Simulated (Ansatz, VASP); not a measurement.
Two plane-wave programs on TaAl5

```
CELL_PARAMETERS angstrom
5.11569 0.00000 0.00000
-2.55785 4.43032 0.00000
0.00000 0.00000 4.45137
ATOMIC_POSITIONS crystal
Ta 0.00000 0.00000 0.00000
Al 0.00000 0.50000 0.50000
Al 0.33333 0.66667 0.00000
Al 0.66667 0.33333 0.00000
Al 0.50000 0.00000 0.50000
Al 0.50000 0.50000 0.50000
```

Change from the starting cell: species swapped into the LuNi5 type (P6/mmm, No. 191).

Alike in both runs: functional PBE; k mesh 12 × 12 × 10; occupations gaussian, width 0.1 eV; no spin polarisation.

Ansatz relaxed the structure, and its values are those at the end. VASP's run is a single point on that final structure, the one shown.

|  | VASP | Ansatz |
| --- | --- | --- |
| version | VASP 6.6.1 | Ansatz 0.2.0 |
| potentials or method | VASP PAW PBE potentials, release 64 (Ta_pv, Al), cutoff 520 eV | scalar-relativistic, plane waves, PAW |
| valence electrons in the cell | 26 | 28 |

|  | VASP | Ansatz | Ansatz less VASP |
| --- | --- | --- | --- |
| gap on the k mesh at the Fermi level (eV) | none | none | - |
| pressure (GPa) | 0.0 | 0.0 | +0.03 |

A gap of «none» marks a metal or a gap that the smearing closes. The functional is the same, so the differences come from potentials, cutoffs and numerics. VASP's potentials hold 26 valence electrons a cell and Ansatz's 28, so a difference there can come from the potentials and not from the codes.

Neither program's run includes spin-orbit coupling.
